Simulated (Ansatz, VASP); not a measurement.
**One calculation of KF, two programs**

The input INCAR:

```
PREC = Accurate
ENCUT = 520
EDIFF = 1E-6
ISMEAR = 0
SIGMA = 0.05
LREAL = False
LASPH = True
NELM = 80
ALGO = Normal
ISIF = 2
LWAVE = False
LCHARG = False
NBANDS = 15
```

Contents of KPOINTS:

```
regular mesh
0
Gamma
  8 8 8
```

Contents of POSCAR:

```
KF
1.0
    3.2100706750      0.0000000000      0.0000000000
    0.0000000000      3.2100706750      0.0000000000
    0.0000000000      0.0000000000      3.3078393250
K F
1 1
Direct
    0.0000000000      0.0000000000      0.0000000000
    0.5000000000      0.5000000000      0.5000000000
```

Input for Ansatz:

```yaml
crystal:
  lattice:
    - [3.210070675, 0.0, 0.0]
    - [0.0, 3.210070675, 0.0]
    - [0.0, 0.0, 3.307839325]
  atoms:
    - { symbol: K, position: [0.0, 0.0, 0.0] }
    - { symbol: F, position: [0.5, 0.5, 0.5] }
basis:
  ecutwfc: 420
kpoints:
  mp_grid: { grid: [8, 8, 8] }
hamiltonian:
  xc: lda
scf:
  occupations: { method: gaussian, width: 0.05 }
output:
  forces: true
  stress: true
  eigenvalues: true
```

Change from the starting cell: strain -0.015 along x and y, +0.015 along z, atoms carried along.

Alike in both runs: task single point; functional LDA; k mesh 8 × 8 × 8; occupations gaussian, width 0.05 eV; no spin polarisation.

|  | VASP | Ansatz |
| --- | --- | --- |
| version | VASP 6.6.1 | Ansatz 0.2.0 |
| potentials or method | VASP PAW LDA potentials, release 64 (K_sv, F), cutoff 520 eV | scalar-relativistic, plane waves, PAW |
| valence electrons in the cell | 16 | 16 |

```csv
,VASP,Ansatz,Ansatz less VASP
gap on the k mesh at the Fermi level (eV),5.97,5.99,+0.015
least direct gap on the mesh (eV),6.02,6.04,+0.015
pressure (GPa),-5.3,-5.4,-0.09
"traceless stress, the component that is largest in VASP (GPa)",-1.69,-1.68,+0.004
```

LDA's correlation is that of Perdew and Zunger in VASP and of Perdew and Wang (1992) in Ansatz.
